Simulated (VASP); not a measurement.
Wanted: the native input for a VASP 6.6.1 run.

```
Task                   : single point
Functional             : PBEsol
Potentials or basis    : VASP PAW PBE potentials, release 64 (Ti_sv)
Cutoff                 : 520 eV
k mesh                 : 9 × 7 × 1
Occupations            : gaussian, width 0.1 eV
Spin                   : no spin polarisation
Dipole correction      : yes
Further INCAR settings : ALGO = Fast; EDIFF = 1e-06; NBANDS = 32
```

The structure of Ti lies in POSCAR:

```
Ti
1.0
    2.8676282151      0.0000000000      0.0000000000
    0.0000000000      4.0554387137      0.0000000000
    0.0000000000      0.0000000000     19.6054200203
Ti
4
Direct
    0.5000000000      0.5000000000      0.2040252132
    0.0000000000      0.0000000000      0.2771587704
    0.5000000000      0.5000000000      0.3434213386
    0.0000000000      0.0000000000      0.4134275120
```

One way to write it, as run:

INCAR

```
PREC = Accurate
ENCUT = 520
EDIFF = 1E-6
ISMEAR = 0
SIGMA = 0.1
LREAL = False
LASPH = True
NELM = 80
ALGO = Fast
ISIF = 2
LWAVE = False
LCHARG = True
LDIPOL = True
IDIPOL = 3
DIPOL = 0.5 0.5 0.310
GGA = PS
LELF = True
LVHAR = True
LVACPOTAV = True
NBANDS = 32
```

KPOINTS

```
Automatic mesh
0
Gamma
  9 7 1
```

Potentials or basis: VASP PAW PBE potentials, release 64 (Ti_sv).

Launch:

```console
$ cat potpaw_PBE.64/Ti_sv/POTCAR > POTCAR
$ mpirun -np 1 vasp_std > vasp.out
```

It gave:

| Item | Value |
| --- | --- |
| Largest force | 0.362 eV/Å |
| Band gap on the k mesh | zero (band 24 reaches 0.38 eV, above the bottom of band 25 at -0.07 eV) |

Caveat: the PAW data sets were made with another functional, which shifts forces and pressure a little.

Run time: 8.2 min on 1 thread of Intel(R) Xeon(R) 6975P-C (Granite Rapids), with other jobs on the host, peak memory 0.38 GiB.
